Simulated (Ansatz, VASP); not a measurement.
TiN in VASP and in Ansatz

```
CELL_PARAMETERS angstrom
0.00000 2.08308 2.08308
2.08308 0.00000 2.08308
2.08308 2.08308 0.00000
ATOMIC_POSITIONS crystal
Ti 0.00000 0.00000 0.00000
N 0.50000 0.50000 0.50000
```

Alike in both runs: task single point; functional LDA; k mesh 11 × 11 × 11; occupations fermi-dirac, width 0.1 eV; no spin polarisation.

|  | VASP | Ansatz |
| --- | --- | --- |
| version | VASP 6.6.1 | Ansatz 0.2.0 |
| potentials or method | VASP PAW LDA potentials, release 64 (Ti_sv, N), cutoff 520 eV | plane waves, PAW |
| valence electrons in the cell | 17 | 17 |

|  | VASP | Ansatz | Ansatz less VASP |
| --- | --- | --- | --- |
| pressure (GPa) | 2.5 | 1.5 | -1.03 |

LDA's correlation is that of Perdew and Zunger in VASP and of Perdew and Wang (1992) in Ansatz.
